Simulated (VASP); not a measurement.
Crystal: Te2Pb3Se.

```xyz
12
Lattice="2.2662 -3.8802 -0.0500 -6.7145 -3.8316 0.0152 0.0798 -0.0952 -11.2573" Properties=species:S:1:pos:R:3 pbc="T T T"
Te   -4.4878   -5.1511   -3.6062
Te   -2.2528   -1.2784   -3.5972
Te   -2.0118   -6.3397   -7.4814
Te   -0.0561   -2.6754   -7.7234
Pb   -2.1946   -6.6398   -1.7302
Pb    0.0932   -2.4971   -1.7995
Pb   -4.2701   -7.6924   -5.6652
Pb   -2.1402   -3.9366   -5.6864
Pb   -4.4586   -5.2003   -9.5828
Pb   -2.2485   -1.3649   -9.6403
Se   -6.8155   -3.9534    0.0999
Se   -2.1626   -3.8500   -0.0668
```

- Program: VASP 6.6.1
- Task: relaxation of cell and atoms
- Functional: PBE
- Potentials or basis: VASP PAW PBE potentials, release 64 (Te, Pb_d, Se)
- Cutoff: 600 eV
- k mesh: 4 × 2 × 2
- Occupations: gaussian, width 0.1 eV
- Spin: no spin polarisation

At the start: pressure 1.9 GPa; volume 32.58 Å³/atom.

Question: How do energy, volume and symmetry change on relaxing?

Answer: Over 21 steps the energy falls by 42.9 meV/atom and the volume is 33.73 Å³/atom (+3.5 %); space group P1 (No. 1, to 0.1 Å) before, P3m1 (No. 156, to 0.1 Å).

Step by step:
```
step  energy change (eV)  largest force (eV/Å)  pressure (GPa)  volume (Å³)
   1              0.0000                1.0130            1.91       391.00
   2             -0.2527                0.6220           -0.67       413.39
   3             -0.2543                0.5955           -0.85       415.33
   4             -0.3704                0.4288           -0.52       410.71
   5             -0.4584                0.2190            0.23       402.45
   6             -0.4743                0.1915           -0.08       405.30
   7             -0.4774                0.1743           -0.28       407.27
   8             -0.4900                0.1304           -0.12       405.48
   9             -0.4977                0.1052            0.13       402.89
  10             -0.5035                0.0807           -0.04       404.51
  11             -0.5047                0.0802           -0.16       405.73
  12             -0.5089                0.0721           -0.07       404.79
  13             -0.5106                0.0642            0.03       403.84
  14             -0.5107                0.0628            0.05       403.65
  15             -0.5119                0.0551           -0.01       404.19
  16             -0.5126                0.0445           -0.08       405.02
  17             -0.5134                0.0353           -0.04       404.62
  18             -0.5139                0.0301            0.01       404.17
  19             -0.5139                0.0306            0.02       404.01
  20             -0.5141                0.0278            0.01       404.19
  21             -0.5146                0.0205           -0.03       404.72
```

Final structure:
```cif
data_structure
_symmetry_space_group_name_H-M 'P 1'
_symmetry_Int_Tables_number 1
_cell_length_a 4.5692
_cell_length_b 7.8993
_cell_length_c 11.2132
_cell_angle_alpha 89.891
_cell_angle_beta 89.926
_cell_angle_gamma 90.024
_cell_volume 404.72
loop_
_atom_site_label
_atom_site_type_symbol
_atom_site_fract_x
_atom_site_fract_y
_atom_site_fract_z
_atom_site_occupancy
Te1 Te 0.49776 0.83419 0.32312 1
Te2 Te 0.99487 0.33285 0.32288 1
Te3 Te 0.99449 0.66649 0.66893 1
Te4 Te 0.49860 0.16740 0.66934 1
Pb1 Pb 0.00565 0.66678 0.15820 1
Pb2 Pb 0.50191 0.16545 0.15592 1
Pb3 Pb 0.00599 0.00153 0.50509 1
Pb4 Pb 0.50054 0.49927 0.50322 1
Pb5 Pb 0.50146 0.83178 0.85081 1
Pb6 Pb 0.00672 0.33406 0.85228 1
Se1 Se 0.99525 0.99980 0.99485 1
Se2 Se 0.49676 0.50039 0.99535 1
```
